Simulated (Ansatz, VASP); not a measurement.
Two plane-wave programs on HgTe

```
CELL_PARAMETERS angstrom
0.00000 3.37192 3.37192
3.37192 0.00000 3.37192
3.37192 3.37192 0.00000
ATOMIC_POSITIONS crystal
Hg 0.00000 0.00000 0.00000
Te 0.25000 0.25000 0.25000
```

Alike in both runs: task single point; functional BLYP; k mesh 6 × 6 × 6; occupations gaussian, width 0.05 eV; no spin polarisation.

|  | VASP | Ansatz |
| --- | --- | --- |
| version | VASP 6.6.1 | Ansatz 0.2.0 |
| potentials or method | VASP PAW PBE potentials, release 64 (Hg, Te), cutoff 520 eV | scalar-relativistic, plane waves, PAW |
| valence electrons in the cell | 18 | 36 |

```csv
,VASP,Ansatz,Ansatz less VASP
gap on the k mesh at the Fermi level (eV),none,none,-
pressure (GPa),1.4,1.2,-0.18
```

VASP's potentials were made for PBE, not for BLYP. A gap of «none» marks a metal or a gap that the smearing closes. The functional is the same, so the differences come from potentials, cutoffs and numerics. VASP's potentials hold 18 valence electrons a cell and Ansatz's 36, so a difference there can come from the potentials and not from the codes.

Spin-orbit coupling is off throughout.
